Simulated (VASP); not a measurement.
# CuAu (P4/mmm) in VASP: a series of runs

CuAu is run at these levels: LDA; tasks: single point.

Everything below comes from runs of VASP 6.6.1. Logs are shortened: lines on timing, memory, paths and dates and some standing lists are left out, and cuts for length are marked.

## 1. The cell of the first run

It takes space group P4/mmm (No. 123, tetragonal). Conventional cell: a = 2.811 Å, b = 2.811 Å, c = 3.685 Å, α = 90.00°, β = 90.00°, γ = 90.00°. Within 3.7 Å of Cu (site symmetry 4/mmm) lie 8 Au at 2.71 Å and 6 Cu at 2.81 to 3.69 Å. Au (site symmetry 4/mmm) has 8 Cu at 2.71 Å and 6 Au at 2.81 to 3.69 Å within 3.7 Å.

## 2. Single point, LDA, collinear spin

File INCAR:

```
PREC     = Accurate       # precision mode
ENCUT    = 520            # plane-wave cutoff, eV
EDIFF    = 1E-7           # SCF threshold, eV
ISMEAR   = -1             # smearing method
SIGMA    = 0.08           # smearing width, eV
LREAL    = False          # projectors in reciprocal space
LASPH    = True           # aspherical terms in the spheres
NELM     = 150            # most SCF steps
ALGO     = Normal         # electronic algorithm
ISIF     = 2              # what is computed and relaxed
LWAVE    = False          # write WAVECAR
LCHARG   = True           # write CHGCAR
ISPIN    = 2              # spin polarisation
MAGMOM   = 0.15 0         # initial moments
LORBIT   = 11             # projections on sites
NUPDOWN  = 0.15           # fixed moment
LMAXMIX  = 4              # l up to which the mixer works
LELF     = True           # ELF
LVHAR    = True         
NBANDS   = 22             # bands
```

File KPOINTS:

```
regular mesh
0
Gamma
  12 12 9
```

File POSCAR:

```
CuAu
1.0
    2.8107494552      0.0000000000      0.0000000000
    0.0000000000      2.8107494552      0.0000000000
    0.0000000000      0.0000000000      3.6850000000
Cu Au
1 1
Direct
    0.5000000000      0.5000000000      0.5000000000
    0.0000000000      0.0000000000      0.0000000000
```

Potentials or basis: VASP PAW LDA potentials, release 64 (Cu, Au).

Run with:

```console
> cat potpaw_LDA.64/Cu/POTCAR potpaw_LDA.64/Au/POTCAR > POTCAR
> mpirun -np 1 vasp_std > vasp.out
```

OUTCAR:

```text
PREC = Accurate
   ENCUT = 520
   EDIFF = 1E-7
   ISMEAR = -1
   LREAL = False
   LASPH = True
   NELM = 150
   ISIF = 2
   ISPIN = 2
   LORBIT = 11
   NUPDOWN = 0.15

 ion  position               nearest neighbor table
   1  0.500  0.500  0.500-   2 2.71   2 2.71   2 2.71   2 2.71   2 2.71   2 2.71   2 2.71   2 2.71

   2  0.000  0.000  0.000-   1 2.71   1 2.71   1 2.71   1 2.71   1 2.71   1 2.71   1 2.71   1 2.71

  LATTYP: Found a simple tetragonal cell.
 ALAT       =     2.8107494552
 C/A-ratio  =     1.3110382333

  Lattice vectors:

 A1 = (   2.8107494552,   0.0000000000,   0.0000000000)
 A2 = (   0.0000000000,   2.8107494552,   0.0000000000)
 A3 = (   0.0000000000,   0.0000000000,   3.6850000000)

Analysis of symmetry for initial positions (statically):
=====================================================================
 Subroutine PRICEL returns:
 Original cell was already a primitive cell.

 Routine SETGRP: Setting up the symmetry group for a
 simple tetragonal supercell.

 Subroutine GETGRP returns: Found 16 space group operations
 (whereof 16 operations were pure point group operations)
 out of a pool of 16 trial point group operations.

The static configuration has the point symmetry D_4h.

Analysis of symmetry for dynamics (positions and initial velocities):
=====================================================================
 Subroutine PRICEL returns:
 Original cell was already a primitive cell.

 Routine SETGRP: Setting up the symmetry group for a
 simple tetragonal supercell.

 Subroutine GETGRP returns: Found 16 space group operations
 (whereof 16 operations were pure point group operations)
 out of a pool of 16 trial point group operations.

The dynamic configuration has the point symmetry D_4h.

Analysis of structural, dynamic, and magnetic symmetry:
=====================================================================
 Subroutine PRICEL returns:
 Original cell was already a primitive cell.

 Routine SETGRP: Setting up the symmetry group for a
 simple tetragonal supercell.

 Subroutine GETGRP returns: Found 16 space group operations
 (whereof 16 operations were pure point group operations)
 out of a pool of 16 trial point group operations.

The overall configuration has the point symmetry D_4h.

 Subroutine INISYM returns: Found 16 space group operations
 (whereof 16 operations are pure point group operations),
 and found     1 'primitive' translations

----------------------------------------------------------------------------------------

                                     Primitive cell

  volume of cell :      29.1127

  direct lattice vectors                    reciprocal lattice vectors
     2.810749455  0.000000000  0.000000000     0.355776997  0.000000000  0.000000000
     0.000000000  2.810749455  0.000000000     0.000000000  0.355776997  0.000000000
     0.000000000  0.000000000  3.685000000     0.000000000  0.000000000  0.271370421

  length of vectors
     2.810749455  2.810749455  3.685000000     0.355776997  0.355776997  0.271370421

  position of ions in fractional coordinates (direct lattice)
     0.500000000  0.500000000  0.500000000
     0.000000000  0.000000000  0.000000000

  ion indices of the primitive-cell ions
   primitive index   ion index
                 1           1
                 2           2

----------------------------------------------------------------------------------------

 KPOINTS: regular mesh

Automatic generation of k-mesh.
 Grid dimensions read from file:
 generate k-points for:   12   12    9

 Generating k-lattice:

  Cartesian coordinates                     Fractional coordinates (reciprocal lattice)
     0.029648083  0.000000000  0.000000000     0.083333333  0.000000000  0.000000000
     0.000000000  0.029648083  0.000000000     0.000000000  0.083333333  0.000000000
     0.000000000  0.000000000  0.030152269     0.000000000  0.000000000  0.111111111

  Length of vectors
     0.029648083  0.029648083  0.030152269

  Shift w.r.t. Gamma in fractional coordinates (k-lattice)
     0.000000000  0.000000000  0.000000000

 Subroutine IBZKPT returns following result:
 ===========================================

 Found    140 irreducible k-points:

 Following reciprocal coordinates:
            Coordinates               Weight
  0.000000  0.000000  0.000000      1.000000
  0.083333  0.000000  0.000000      4.000000
  0.166667  0.000000  0.000000      4.000000
  0.250000  0.000000  0.000000      4.000000
  0.333333  0.000000  0.000000      4.000000
  0.416667  0.000000  0.000000      4.000000
[... 16 lines left out ...]
  0.333333  0.333333  0.000000      4.000000
  0.416667  0.333333  0.000000      8.000000
 [... further k-points ...]
   k-points           NKPTS =    140   k-points in BZ     NKDIM =    140   number of bands    NBANDS=     22
   number of dos      NEDOS =    301   number of ions     NIONS =      2
   total plane-waves  NPLWV =  16128
   dimension x,y,z NGX =    24 NGY =   24 NGZ =   28
   dimension x,y,z NGXF=    48 NGYF=   48 NGZF=   56
   ions per type =               1   1
   NGX,Y,Z   is equivalent  to a cutoff of  14.20, 14.20, 12.63 a.u.
   NGXF,Y,Z  is equivalent  to a cutoff of  28.39, 28.39, 25.26 a.u.
 SYSTEM =  unknown system
   PREC   = accura    normal or accurate (medium, high low for compatibility)
   ISTART =      0    job   : 0-new  1-cont  2-samecut
   ICHARG =      2    charge: 1-file 2-atom 10-const
   ISPIN  =      2    spin polarized calculation?
   LNONCOLLINEAR =      F non collinear calculations
   LSORBIT =      F    spin-orbit coupling
   LASPH  =      T    aspherical Exc in radial PAW
   ENCUT  =  520.0 eV  38.22 Ry    6.18 a.u.   5.23  5.23  6.85*2*pi/ulx,y,z
   NELM   =    150;   NELMIN=  2; NELMDL= -5     # of ELM steps
   EDIFF  = 0.1E-06   stopping-criterion for ELM
   LREAL  =      F    real-space projection
   EDIFFG = 0.1E-05   stopping-criterion for IOM
   NSW    =      0    number of steps for IOM
   IBRION =     -1    ionic relax: 0-MD 1-quasi-New 2-CG
   NFREE  =      0    steps in history (QN), initial steepest desc. (CG)
   ISIF   =      2    stress and relaxation
   ISYM   =      2    0-nonsym 1-usesym 2-fastsym
   POTIM  = 0.5000    time-step for ionic-motion
   TEBEG  =    0.0;   TEEND  =   0.0 temperature during run
   PSTRESS=    0.0 pullay stress
   NELECT =      22.0000    total number of electrons
   NUPDOWN=       0.1500    fix difference up-down
   EMIN   =  10.00;   EMAX   =-10.00  energy-range for DOS
   EFERMI =   0.00;   METHOD = LEGACY
   ISMEAR =    -1;   SIGMA  =   0.08  broadening in eV -4-tet -1-fermi 0-gaus
   EFERMI_NEDOS =   21; number of points for ismear=-14 and -15
   IALGO  =     38    algorithm
   IMIX   =      4    mixing-type and parameters
     AMIX     =   0.40;   BMIX     =  1.00
     AMIX_MAG =   1.60;   BMIX_MAG =  1.00
  volume/ion in A,a.u.               =      14.56        98.23
  Fermi-wavevector in a.u.,A,eV,Ry     =   1.491152  2.817868 30.253005  2.223533
  Thomas-Fermi vector in A             =   2.603843
   LORBIT       =     11    0 simple, 1 ext, 2 COOP (PROOUT), +10 PAW based schemes
   GGA     = CA    functional components
   LHFCALC =     F    Hartree Fock is set to
   AEXX    =    0.0000 exact exchange contribution
   IVDW    =     0    specifies the selected vdW correction
   LEPSILON=     F    determine dielectric tensor
   LRPA    =     F    only Hartree local field effects (RPA)
 spin polarized calculation
  energy-cutoff  :      520.00
  volume of cell :       29.11
 maximum number of plane-waves:       800
 NGX is ok and might be reduce to    24
   NGX = 11   NGY = 11   NGZ = 13

 number of electron      22.0000010 magnetization       0.1500000

 Free energy of the ion-electron system (eV)
  ---------------------------------------------------
  ext. energy  EPLUGINS =         0.00000000
  ---------------------------------------------------
  free energy    TOTEN  =        -9.21302562 eV

  energy without entropy =       -9.20097419  energy(sigma->0) =       -9.20699990

 E-fermi :   8.2950     XC(G=0): -12.9730

 val. band max:        8.7119347017   @ k =   0.5000   0.1667   0.2222
 cond. band min:       8.2991855892   @ k =   0.4167   0.4167   0.1111
 fundamental gap:     -0.4127491126
 Fermi energy:         8.7411966621

 spin component 1

 k-point     1 :       0.0000    0.0000    0.0000
  band No.  band energies     occupation
      1      -1.3038      1.00000
      2       1.8720      1.00000
      3       2.0441      1.00000
      4       4.4189      1.00000
      5       4.4189      1.00000
      6       5.4977      1.00000
[... 14 lines left out ...]
     21      30.3708      0.00000
     22      35.0855      0.00000

 k-point     2 :       0.0833    0.0000    0.0000
  band No.  band energies     occupation
      1      -1.1418      1.00000
      2       1.9541      1.00000
      3       2.1367      1.00000
      4       4.3230      1.00000
      5       4.4572      1.00000
      6       5.4294      1.00000
[... 542 lines left out ...]
 k-point    24 :       0.4167    0.3333    0.0000
  band No.  band energies     occupation
      1       1.8144      1.00000
      2       2.8230      1.00000
      3       2.8558      1.00000
      4       3.0630      1.00000
      5       5.0301      1.00000
      6       6.1532      1.00000
[... 14 lines left out ...]
     21      29.9871      0.00000
     22      30.0861      0.00000

 [... further k-points ...]

 spin component 2

 k-point     1 :       0.0000    0.0000    0.0000
  band No.  band energies     occupation
      1      -1.2620      1.00000
      2       1.9153      1.00000
      3       2.0827      1.00000
      4       4.4551      1.00000
      5       4.4551      1.00000
      6       5.5337      1.00000
[... 14 lines left out ...]
     21      30.4103      0.00000
     22      35.1315      0.00000

 k-point     2 :       0.0833    0.0000    0.0000
  band No.  band energies     occupation
      1      -1.0999      1.00000
      2       1.9972      1.00000
      3       2.1755      1.00000
      4       4.3590      1.00000
      5       4.4934      1.00000
      6       5.4652      1.00000
[... 542 lines left out ...]
 k-point    24 :       0.4167    0.3333    0.0000
  band No.  band energies     occupation
      1       1.8510      1.00000
      2       2.8597      1.00000
      3       2.8956      1.00000
      4       3.1000      1.00000
      5       5.0728      1.00000
      6       6.1915      1.00000
[... 14 lines left out ...]
     21      30.0292      0.00000
     22      30.1300      0.00000

 [... further k-points ...]
[... 5 lines left out ...]
  --------------------------------------------------------------------------------------
  -------------------------------------------------------------------------------------
  Total       -1.4707894     -1.4707894     -1.6232831      0.0000000     -0.0000000      0.0000000
  in kB      -80.9430039    -80.9430039    -89.3352967      0.0000000     -0.0000000      0.0000000
  external PRESSURE =     -83.7404348 kB  Pullay stress =       0.0000000 kB

 VOLUME and BASIS-vectors are now :
 -----------------------------------------------------------------------------
  energy-cutoff  :      520.00
  volume of cell :       29.11
      direct lattice vectors                 reciprocal lattice vectors
     2.810749455  0.000000000  0.000000000     0.355776997  0.000000000  0.000000000
     0.000000000  2.810749455  0.000000000     0.000000000  0.355776997  0.000000000
     0.000000000  0.000000000  3.685000000     0.000000000  0.000000000  0.271370421

 POSITION                                       TOTAL-FORCE (eV/Angst)
 -----------------------------------------------------------------------------------
      1.40537      1.40537      1.84250         0.000000      0.000000      0.000000
      0.00000      0.00000      0.00000         0.000000      0.000000      0.000000
 -----------------------------------------------------------------------------------
    total drift:                                0.000000      0.000000     -0.000000

  FREE ENERGIE OF THE ION-ELECTRON SYSTEM (eV)
  ---------------------------------------------------
  free  energy   TOTEN  =        -9.2130256172 eV

  energy  without entropy=       -9.2009741882  energy(sigma->0) =       -9.20699990

 total charge

# of ion       s       p       d       tot
------------------------------------------
    1        0.385   0.320   9.226   9.930
    2        0.611   0.421   8.693   9.725
--------------------------------------------------
tot          0.995   0.742  17.919  19.656

 magnetization (x)

# of ion       s       p       d       tot
------------------------------------------
    1        0.006   0.012   0.034   0.052
    2        0.013   0.014   0.041   0.069
--------------------------------------------------
tot          0.019   0.026   0.076   0.121
```

Wall time 1.8 min (1 thread of AMD EPYC 9R14 (Zen 4), shared host); peak memory 0.22 GiB.

Results:

```
Free energy                                           : -9.2130 eV
Pressure                                              : -8.4 GPa
Net moment                                            : 0.15 μB per cell
Site moments                                          : Cu +0.05; Au +0.07 μB
Valence electrons inside the program's atomic spheres : Cu 9.93; Au 9.72
```

Stress tensor (GPa, compression positive):
```
-8.09  0.00  0.00
 0.00 -8.09  0.00
 0.00  0.00 -8.93
```

Caveat: the cell stands under tension; spin-orbit coupling is left out, which moves the levels of the heavy elements; the total moment is fixed, so each spin has its own Fermi level and the state may be an excited one.

## 3. Single point, LDA, collinear spin

File INCAR:

```
  PREC = Accurate
  ENCUT = 520
  EDIFF = 1E-7
  ISMEAR = -1
  SIGMA = 0.08
  LREAL = False
  LASPH = True
  NELM = 150
  ALGO = Normal
  ISIF = 2
  LWAVE = False
  LCHARG = False
  ISPIN = 2
  MAGMOM = 0.15 0
  LORBIT = 11
  NUPDOWN = 0.15
  LMAXMIX = 4
  GGA = CA
  NBANDS = 22
```

File KPOINTS:

```
Automatic mesh
0
Gamma
  12 12 9
```

POSCAR is that of step 2.

Potentials or basis: VASP PAW LDA potentials, release 64 (Cu, Au).

Run with:

```console
> cat potpaw_LDA.64/Cu/POTCAR potpaw_LDA.64/Au/POTCAR > POTCAR
> mpirun -np 1 vasp_std > vasp.out
```

It took 1.7 min on 1 thread of AMD EPYC 9R14 (Zen 4), shared host; peak memory 0.22 GiB.

It converged, with:

- Free energy: -9.2130 eV
- Pressure: -8.4 GPa
- Net moment: 0.15 μB per cell
- Site moments: Cu +0.05; Au +0.07 μB
- Valence electrons inside the program's atomic spheres: Cu 9.93; Au 9.72

Stress tensor (GPa, compression positive):
```
-8.09  0.00  0.00
 0.00 -8.09  0.00
 0.00  0.00 -8.93
```

Caveat: the cell stands under tension; spin-orbit coupling is left out, which moves the levels of the heavy elements; the total moment is fixed, so each spin has its own Fermi level and the state may be an excited one.

## 4. Single point, LDA, collinear spin

File INCAR:

```
SYSTEM = CuAu
PREC = Accurate
ENCUT = 520
EDIFF = 1E-7
ISMEAR = -1
SIGMA = 0.08
LREAL = .False.
LASPH = .True.
NELM = 150
ALGO = Normal
ISIF = 2
LWAVE = .False.
LCHARG = .True.
ISPIN = 2
MAGMOM = 0.3 0
LORBIT = 11
NUPDOWN = 0.3
LMAXMIX = 4
GGA = CA
LELF = .True.
LVHAR = .True.
NBANDS = 22
```

File KPOINTS:

```
Automatic mesh
0
Gamma
  12 12 9
  0 0 0
```

POSCAR is that of step 3.

Run with:

```console
> cat potpaw_LDA.64/Cu/POTCAR potpaw_LDA.64/Au/POTCAR > POTCAR
> mpirun -np 1 vasp_std > vasp.out
```

It took 1.8 min on 1 thread of AMD EPYC 9R14 (Zen 4), shared host; peak memory 0.22 GiB.

The run converged. Its results:

```
Free energy                                           : -9.1593 eV
Pressure                                              : -8.0 GPa
Net moment                                            : 0.30 μB per cell
Site moments                                          : Cu +0.11; Au +0.13 μB
Valence electrons inside the program's atomic spheres : Cu 9.93; Au 9.73
```

Stress tensor (GPa, compression positive):
```
-7.67  0.00  0.00
 0.00 -7.67  0.00
 0.00  0.00 -8.77
```

Caveat: the cell stands under tension; spin-orbit coupling is left out, which moves the levels of the heavy elements; the total moment is fixed, so each spin has its own Fermi level and the state may be an excited one.

## 5. Single point, LDA, collinear spin

File INCAR:

```
SYSTEM = CuAu
ALGO     = Normal         ! electronic algorithm
EDIFF    = 1E-6           ! SCF threshold, eV
ENCUT    = 520            ! plane-wave cutoff, eV
ISIF     = 2              ! what is computed and relaxed
ISMEAR   = -1             ! smearing method
ISPIN    = 2              ! spin polarisation
LASPH    = .True.         ! aspherical terms in the spheres
LCHARG   = .True.         ! write CHGCAR
LELF     = .True.         ! ELF
LMAXMIX  = 4              ! l up to which the mixer works
LORBIT   = 11             ! projections on sites
LREAL    = .False.        ! projectors in reciprocal space
LVHAR    = .True.       
LWAVE    = .False.        ! write WAVECAR
MAGMOM   = 0.5 0          ! initial moments
NBANDS   = 22             ! bands
NELM     = 150            ! most SCF steps
NUPDOWN  = 0.5            ! fixed moment
PREC     = Accurate       ! precision mode
SIGMA    = 0.08           ! smearing width, eV
```

File KPOINTS:

```
k-points
0
Gamma
  12 12 9
  0 0 0
```

POSCAR is that of step 4.

Run with:

```console
> cat potpaw_LDA.64/Cu/POTCAR potpaw_LDA.64/Au/POTCAR > POTCAR
> mpirun -np 1 vasp_std > vasp.out
```

It took 99 s on 1 thread of AMD EPYC 9R14 (Zen 4), shared host; peak memory 0.22 GiB.

The run converged. Its results:

| Item | Value |
| --- | --- |
| Free energy | -9.0229 eV |
| Pressure | -7.4 GPa |
| Net moment | 0.50 μB per cell |
| Site moments | Cu +0.20; Au +0.20 μB |
| Valence electrons inside the program's atomic spheres | Cu 9.92; Au 9.73 |

Stress tensor (GPa, compression positive):
```
-6.79  0.00  0.00
 0.00 -6.79  0.00
 0.00  0.00 -8.57
```

Caveat: the cell stands under tension; spin-orbit coupling is left out, which moves the levels of the heavy elements; the total moment is fixed, so each spin has its own Fermi level and the state may be an excited one.

## 6. Summary

```csv
fixed moment (μB),pressure (GPa),moment (μB)
0.15,-8.4,0.15
0.3,-8.0,0.30
0.5,-7.4,0.50
```

Alike in all rows: task single point; level LDA; potentials or basis VASP PAW LDA potentials, release 64 (Cu, Au); spin collinear; cell as given; k mesh 12 × 12 × 9; cutoff (eV) 520; smearing fermi-dirac 0.08 eV.

Caveats: the cell stands under tension; spin-orbit coupling is left out, which moves the levels of the heavy elements; the total moment is fixed, so each spin has its own Fermi level and the state may be an excited one.

Absolute energies hang on the potentials; compare differences alone.
